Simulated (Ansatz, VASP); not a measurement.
# CsPbCl3 in VASP and in Ansatz

```
Cs Pb Cl
1.0
     4.01412    2.31755    3.27732
    -4.01412    2.31755    3.27732
     0.00000   -4.63511    3.27732
Cs Pb Cl
1 1 3
Direct
  0.50000 0.50000 0.50000
  0.00000 0.00000 0.00000
  0.50000 0.00005 0.99995
  0.00005 0.99995 0.50000
  0.99995 0.50000 0.00005
```

Alike in both runs: task single point; functional r2SCAN; k mesh 4 × 4 × 4; no spin polarisation.

|  | VASP | Ansatz |
| --- | --- | --- |
| version | VASP 6.6.1 | Ansatz 0.2.0 |
| potentials or method | VASP PAW PBE potentials, release 64 (Cs_sv, Pb_d, Cl) | plane waves, PAW |
| plane-wave cutoff (eV) | 520 | 500 |
| occupations | gaussian, width 0.01 eV | fixed |
| valence electrons in the cell | 44 | 44 |

Ansatz gave:

- gap on the k mesh at the Fermi level (eV): 2.46
- pressure (GPa): 0.0

Which values does VASP return?

gap on the k mesh at the Fermi level (eV): 2.48; pressure (GPa): 0.0.

VASP's potentials were made for PBE, not for r2SCAN.

Neither program's run includes spin-orbit coupling.
